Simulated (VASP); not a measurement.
# Be16CO in VASP: notebook

Be16CO is run at these levels: PBE; tasks: single point.

Program: VASP 6.6.1. These are calculated values, not measurements. Logs are shortened: lines on timing, memory, paths and dates and some standing lists are left out, and cuts for length are marked.

### Step 1. The cell of the first run

The cell holds a slab with vacuum, 18 atoms: a = 4.525 Å, b = 4.525 Å, c = 23.476 Å, α = 90.00°, β = 90.00°, γ = 120.00°.

### Step 2. Single point, PBE

Contents of INCAR:

```
SYSTEM = Be16CO
ALGO = Normal
DIPOL = 0.5 0.5 0.312
EDIFF = 1E-6
ENCUT = 520
GGA = PE
IDIPOL = 3
ISIF = 2
ISMEAR = 0
LASPH = .True.
LCHARG = .False.
LDIPOL = .True.
LREAL = Auto
LWAVE = .False.
NBANDS = 36
NELM = 80
PREC = Accurate
SIGMA = 0.1
```

Contents of KPOINTS:

```
k-points
0
Gamma
  6 6 1
  0 0 0
```

Contents of POSCAR:

```
Be16CO
1.0
    4.5254381410      0.0000000000      0.0000000000
   -2.2627190705      3.9191443934      0.0000000000
    0.0000000000      0.0000000000     23.4761687145
Be C O
16 1 1
Direct
    0.3333333333      0.1666666667      0.1703855535
    0.3333333333      0.6666666667      0.1703855535
    0.8333333333      0.1666666667      0.1703855535
    0.8333333333      0.6666666667      0.1703855535
    0.1666666667      0.3333333333      0.2463521558
    0.1666666667      0.8333333333      0.2463521558
    0.6666666667      0.3333333333      0.2463521558
    0.6666666667      0.8333333333      0.2463521558
    0.3333333333      0.1666666667      0.3241941575
    0.3333333333      0.6666666667      0.3241941575
    0.8333333333      0.1666666667      0.3241941575
    0.8333333333      0.6666666667      0.3241941575
    0.1666666667      0.3333333333      0.4036505628
    0.1666666667      0.8333333333      0.4036505628
    0.6666666667      0.3333333333      0.4036505628
    0.6666666667      0.8333333333      0.4036505628
    0.1666666667      0.3333333333      0.4939549062
    0.2049696816      0.2950303184      0.5416830501
```

Potentials or basis: VASP PAW PBE potentials, release 64 (Be, C, O).

The run is started by

```bash
$ cat potpaw_PBE.64/Be/POTCAR potpaw_PBE.64/C/POTCAR potpaw_PBE.64/O/POTCAR > POTCAR
$ mpirun -np 1 vasp_std > vasp.out
```

OUTCAR:

```text
SYSTEM = Be16CO
   EDIFF = 1E-6
   ENCUT = 520
   GGA = PE
   ISIF = 2
   ISMEAR = 0
   LASPH = .True.
   LREAL = Auto
   NELM = 80
   PREC = Accurate

 ion  position               nearest neighbor table
   1  0.333  0.167  0.170-   5 2.21   7 2.21   6 2.21   3 2.26   3 2.26   2 2.26   2 2.26   4 2.26
                             4 2.26
   2  0.333  0.667  0.170-   6 2.21   8 2.21   5 2.21   4 2.26   4 2.26   3 2.26   1 2.26   1 2.26
                             3 2.26
   3  0.833  0.167  0.170-   7 2.21   5 2.21   8 2.21   1 2.26   1 2.26   2 2.26   4 2.26   4 2.26
                             2 2.26
   4  0.833  0.667  0.170-   8 2.21   6 2.21   7 2.21   2 2.26   2 2.26   1 2.26   3 2.26   3 2.26
                             1 2.26
   5  0.167  0.333  0.246-   1 2.21   3 2.21   2 2.21   9 2.25  11 2.25  10 2.25   7 2.26   7 2.26
                             6 2.26   6 2.26   8 2.26   8 2.26
   6  0.167  0.833  0.246-   2 2.21   4 2.21   1 2.21  10 2.25  12 2.25   9 2.25   8 2.26   8 2.26
                             7 2.26   5 2.26   5 2.26   7 2.26
   7  0.667  0.333  0.246-   3 2.21   1 2.21   4 2.21  11 2.25   9 2.25  12 2.25   5 2.26   5 2.26
                             6 2.26   8 2.26   8 2.26   6 2.26
   8  0.667  0.833  0.246-   4 2.21   2 2.21   3 2.21  12 2.25  10 2.25  11 2.25   6 2.26   6 2.26
                             5 2.26   7 2.26   7 2.26   5 2.26
   9  0.333  0.167  0.324-   5 2.25   7 2.25   6 2.25  11 2.26  11 2.26  12 2.26  10 2.26  10 2.26
                            12 2.26  13 2.28  15 2.28  14 2.28
  10  0.333  0.667  0.324-   6 2.25   8 2.25   5 2.25  12 2.26  12 2.26   9 2.26   9 2.26  11 2.26
                            11 2.26  14 2.28  16 2.28  13 2.28
  11  0.833  0.167  0.324-   7 2.25   5 2.25   8 2.25   9 2.26   9 2.26  12 2.26  12 2.26  10 2.26
                            10 2.26  15 2.28  13 2.28  16 2.28
  12  0.833  0.667  0.324-   8 2.25   6 2.25   7 2.25  10 2.26  10 2.26  11 2.26  11 2.26   9 2.26
                             9 2.26  16 2.28  14 2.28  15 2.28
  13  0.167  0.333  0.404-  17 2.12  15 2.26  15 2.26  14 2.26  14 2.26  16 2.26  16 2.26   9 2.28
                            11 2.28  10 2.28
  14  0.167  0.833  0.404-  16 2.26  16 2.26  13 2.26  13 2.26  15 2.26  15 2.26  10 2.28  12 2.28
                             9 2.28
  15  0.667  0.333  0.404-  13 2.26  13 2.26  16 2.26  16 2.26  14 2.26  14 2.26  11 2.28   9 2.28
                            12 2.28
  16  0.667  0.833  0.404-  14 2.26  14 2.26  15 2.26  15 2.26  13 2.26  13 2.26  12 2.28  10 2.28
                            11 2.28
  17  0.167  0.333  0.494-  18 1.16  13 2.12
  18  0.205  0.295  0.542-  17 1.16

  LATTYP: Found a hexagonal cell.
 ALAT       =     4.5254381410
 C/A-ratio  =     5.1876012848

  Lattice vectors:

 A1 = (   4.5254381410,   0.0000000000,   0.0000000000)
 A2 = (  -2.2627190705,   3.9191443934,   0.0000000000)
 A3 = (   0.0000000000,   0.0000000000,  23.4761687145)

Analysis of symmetry for initial positions (statically):
=====================================================================
 Subroutine PRICEL returns:
 Original cell was already a primitive cell.

 Routine SETGRP: Setting up the symmetry group for a
 hexagonal supercell.

 Subroutine GETGRP returns: Found  2 space group operations
 (whereof  1 operations were pure point group operations)
 out of a pool of 24 trial point group operations.

The static configuration has the point symmetry C_1 .
 The point group associated with its full space group is C_1h.

Analysis of symmetry for dynamics (positions and initial velocities):
=====================================================================
 Subroutine PRICEL returns:
 Original cell was already a primitive cell.

 Routine SETGRP: Setting up the symmetry group for a
 hexagonal supercell.

 Subroutine GETGRP returns: Found  2 space group operations
 (whereof  1 operations were pure point group operations)
 out of a pool of 24 trial point group operations.

The dynamic configuration has the point symmetry C_1 .
 The point group associated with its full space group is C_1h.

 Subroutine INISYM returns: Found  2 space group operations
 (whereof  1 operations are pure point group operations),
 and found     1 'primitive' translations

----------------------------------------------------------------------------------------

                                     Primitive cell

  volume of cell :     416.3697

  direct lattice vectors                    reciprocal lattice vectors
     4.525438141  0.000000000  0.000000000     0.220973079  0.127578867  0.000000000
    -2.262719071  3.919144393  0.000000000     0.000000000  0.255157733  0.000000000
[... 72 lines left out ...]
 Following reciprocal coordinates:
            Coordinates               Weight
  0.000000  0.000000  0.000000      1.000000
  0.166667  0.000000  0.000000      4.000000
 -0.166667  0.166667  0.000000      2.000000
  0.333333  0.000000  0.000000      4.000000
 -0.333333  0.333333  0.000000      2.000000
  0.500000  0.000000  0.000000      2.000000
  0.500000  0.500000  0.000000      1.000000
  0.166667  0.166667  0.000000      2.000000
 -0.166667  0.333333  0.000000      4.000000
  0.333333  0.166667  0.000000      4.000000
 -0.166667  0.500000  0.000000      4.000000
  0.500000  0.333333  0.000000      4.000000
  0.333333  0.333333  0.000000      2.000000
   k-points           NKPTS =     13   k-points in BZ     NKDIM =     13   number of bands    NBANDS=     36
   number of dos      NEDOS =    301   number of ions     NIONS =     18
   total plane-waves  NPLWV = 233280
   dimension x,y,z NGX =    36 NGY =   36 NGZ =  180
   dimension x,y,z NGXF=    72 NGYF=   72 NGZF=  360
   ions per type =              16   1   1
   NGX,Y,Z   is equivalent  to a cutoff of  13.22, 13.22, 12.75 a.u.
   NGXF,Y,Z  is equivalent  to a cutoff of  26.45, 26.45, 25.49 a.u.
 SYSTEM =  Be16CO
   PREC   = accura    normal or accurate (medium, high low for compatibility)
   ISTART =      0    job   : 0-new  1-cont  2-samecut
   ICHARG =      2    charge: 1-file 2-atom 10-const
   ISPIN  =      1    spin polarized calculation?
   LNONCOLLINEAR =      F non collinear calculations
   LSORBIT =      F    spin-orbit coupling
   LASPH  =      T    aspherical Exc in radial PAW
   ENCUT  =  520.0 eV  38.22 Ry    6.18 a.u.   8.41  8.41 43.65*2*pi/ulx,y,z
   NELM   =     80;   NELMIN=  2; NELMDL= -5     # of ELM steps
   EDIFF  = 0.1E-05   stopping-criterion for ELM
   LREAL  =      T    real-space projection
   EDIFFG = 0.1E-04   stopping-criterion for IOM
   NSW    =      0    number of steps for IOM
   IBRION =     -1    ionic relax: 0-MD 1-quasi-New 2-CG
   NFREE  =      0    steps in history (QN), initial steepest desc. (CG)
   ISIF   =      2    stress and relaxation
   ISYM   =      2    0-nonsym 1-usesym 2-fastsym
   POTIM  = 0.5000    time-step for ionic-motion
   TEBEG  =    0.0;   TEEND  =   0.0 temperature during run
   PSTRESS=    0.0 pullay stress
   NELECT =      42.0000    total number of electrons
   NUPDOWN=      -1.0000    fix difference up-down
   EMIN   =  10.00;   EMAX   =-10.00  energy-range for DOS
   EFERMI =   0.00;   METHOD = LEGACY
   ISMEAR =     0;   SIGMA  =   0.10  broadening in eV -4-tet -1-fermi 0-gaus
   EFERMI_NEDOS =   21; number of points for ismear=-14 and -15
   IALGO  =     38    algorithm
   IMIX   =      4    mixing-type and parameters
     AMIX     =   0.40;   BMIX     =  1.00
     AMIX_MAG =   1.60;   BMIX_MAG =  1.00
  volume/ion in A,a.u.               =      23.13       156.10
  Fermi-wavevector in a.u.,A,eV,Ry     =   0.762076  1.440115  7.901715  0.580760
  Thomas-Fermi vector in A             =   1.861457
   LORBIT       =      0    0 simple, 1 ext, 2 COOP (PROOUT), +10 PAW based schemes
   GGA     = PE    functional components
   LHFCALC =     F    Hartree Fock is set to
   AEXX    =    0.0000 exact exchange contribution
   IVDW    =     0    specifies the selected vdW correction
   LEPSILON=     F    determine dielectric tensor
   LRPA    =     F    only Hartree local field effects (RPA)
 non-spin polarized calculation
 Gauss-broadening in eV      SIGMA  =   0.10
  energy-cutoff  :      520.00
  volume of cell :      416.37
 maximum number of plane-waves:     11313
 NGX is ok and might be reduce to    36
   NGX = 17   NGY = 17   NGZ = 87

 dipolmoment           0.000000      0.000000      0.173532 electrons x Angstroem

 number of electron      41.9999999 magnetization

 dipolmoment           0.000000      0.000000     -0.011397 electrons x Angstroem

 Free energy of the ion-electron system (eV)
  ---------------------------------------------------
  ext. energy  EPLUGINS =         0.00000000
  ---------------------------------------------------
  free energy    TOTEN  =       -71.04709333 eV

  energy without entropy =      -71.00853415  energy(sigma->0) =      -71.02781374

 E-fermi :  -1.2460     XC(G=0):  -4.7059

 val. band max:       -1.2469014407   @ k =   0.1667   0.1667   0.0000
 cond. band min:      -1.2424159607   @ k =  -0.1667   0.3333   0.0000
 fundamental gap:      0.0044854800
 Fermi energy:        -1.2460082501

 k-point     1 :       0.0000    0.0000    0.0000
  band No.  band energies     occupation
      1     -25.3227      2.00000
      2     -11.3154      2.00000
      3     -10.6187      2.00000
      4      -9.9113      2.00000
      5      -8.2085      2.00000
      6      -7.8817      2.00000
[... 457 lines left out ...]
     32       4.3884      0.00000
     33       4.5978      0.00000
 [bands above 33 left out]

------------------------ aborting loop because EDIFF is reached ----------------------------------------

 vacuum level on the upper side and lower side of the slab       (xc-potential included)        -0.242        -0.108

  FORCE on cell =-STRESS in cart. coord.  units (eV):
  Direction    XX          YY          ZZ          XY          YZ          ZX
  --------------------------------------------------------------------------------------
  -------------------------------------------------------------------------------------
  Total       -5.4026853     -5.3012880     -3.3977952      0.0878126      0.0320430     -0.0554816
  in kB      -20.7893607    -20.3991873    -13.0746076      0.3379001      0.1233006     -0.2134914
  external PRESSURE =     -18.0877185 kB  Pullay stress =       0.0000000 kB

 VOLUME and BASIS-vectors are now :
 -----------------------------------------------------------------------------
  energy-cutoff  :      520.00
  volume of cell :      416.37
      direct lattice vectors                 reciprocal lattice vectors
     4.525438141  0.000000000  0.000000000     0.220973079  0.127578867  0.000000000
    -2.262719071  3.919144393  0.000000000     0.000000000  0.255157733  0.000000000
     0.000000000  0.000000000 23.476168715     0.000000000  0.000000000  0.042596388

 POSITION                                       TOTAL-FORCE (eV/Angst)
 -----------------------------------------------------------------------------------
      1.13136      0.65319      4.00000        -0.010616      0.006129     -0.200768
     -0.00000      2.61276      4.00000        -0.004684     -0.013723     -0.169734
      3.39408      0.65319      4.00000         0.009542      0.010918     -0.169734
      2.26272      2.61276      4.00000         0.008934     -0.005158     -0.204067
      0.00000      1.30638      5.78340         0.000944     -0.000545      0.468857
     -1.13136      3.26595      5.78340        -0.023486     -0.005773      0.240616
[... 10 lines left out ...]
      0.00000      1.30638     11.59617         0.422673     -0.244030     -0.639851
      0.26001      1.15627     12.71664        -0.296291      0.171064     -0.527390
 -----------------------------------------------------------------------------------
    total drift:                               -0.003963      0.002288     -0.011794

  FREE ENERGIE OF THE ION-ELECTRON SYSTEM (eV)
  ---------------------------------------------------
  free  energy   TOTEN  =       -71.0470933260 eV

  energy  without entropy=      -71.0085341463  energy(sigma->0) =      -71.02781374

 vacuum level on the upper side and lower side of the slab         3.846         3.973
```

Wall time 4 min (1 thread of Intel Xeon 6975P-C (Granite Rapids), shared host); peak memory 0.55 GiB.

What came out:

```
Free energy            : -71.0471 eV
Largest force          : 1.877 eV/Å
Band gap on the k mesh : zero (band 21 reaches -0.64 eV, above the bottom of band 22 at -2.30 eV)
```

Forces on the atoms (eV/Å):
```
Be  -0.011  0.006 -0.201
Be  -0.005 -0.014 -0.170
Be   0.010  0.011 -0.170
Be   0.009 -0.005 -0.204
Be   0.001 -0.001  0.469
Be  -0.023 -0.006  0.241
Be  -0.007  0.023  0.241
Be   0.025 -0.014  0.221
Be   0.227 -0.131 -0.016
Be   0.002  0.246  0.117
Be  -0.212 -0.124  0.117
Be  -0.012  0.007 -0.170
Be   0.004 -0.002  1.877
Be  -0.049  0.129 -0.399
Be  -0.136 -0.022 -0.399
Be   0.051 -0.030 -0.386
C    0.423 -0.244 -0.640
O   -0.296  0.171 -0.527
```

Levels at points of the mesh, in eV from the Fermi level:
```
           k point  band 19  band 20  band 21  band 22  band 23  band 24
(0.00, 0.00, 0.00)    -1.78    -1.78    -1.73    -1.05     2.10     2.28
(0.50, 0.00, 0.00)    -0.99    -0.13     0.58     0.64     1.14     2.42
(0.50, 0.50, 0.00)    -0.99    -0.12     0.60     0.63     1.14     2.46
```

(Part 1 of 2 ends here.)
